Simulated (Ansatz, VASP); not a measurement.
**Te2Mo in VASP and in Ansatz**

```
Te Mo
1.0
     3.55688    0.00000    0.00000
    -1.77844    3.08035    0.00000
     0.00000    0.00000   15.34299
Te Mo
4 2
Direct
  0.33333 0.66667 0.63213
  0.66667 0.33333 0.13213
  0.33333 0.66667 0.86787
  0.66667 0.33333 0.36787
  0.33333 0.66667 0.25000
  0.66667 0.33333 0.75000
```

Change from the starting cell: species swapped into the WSe2 type (P6_3/mmc, No. 194).

Alike in both runs: functional PBE; k mesh 12 × 12 × 2; occupations gaussian, width 0.02 eV; no spin polarisation.

Ansatz relaxed the structure, and its values are those at the end. VASP's run is a single point on that final structure, the one shown.

|  | VASP | Ansatz |
| --- | --- | --- |
| version | VASP 6.6.1 | Ansatz 0.2.0 |
| potentials or method | VASP PAW PBE potentials, release 64 (Te, Mo_sv), cutoff 520 eV | scalar-relativistic, plane waves, PAW |
| valence electrons in the cell | 52 | 92 |

VASP gave:

* gap on the k mesh at the Fermi level (eV): 1.02
* least direct gap on the mesh (eV): 1.03
* pressure (GPa): 0.0
* rms of the force components (eV/Å): 0.003

Which values does Ansatz return?

gap on the k mesh at the Fermi level (eV): 1.02; least direct gap on the mesh (eV): 1.03; pressure (GPa): 0.0; rms of the force components (eV/Å): 0.002.

VASP's potentials hold 52 valence electrons a cell and Ansatz's 92, so a difference there can come from the potentials and not from the codes.

Spin-orbit coupling is off throughout.
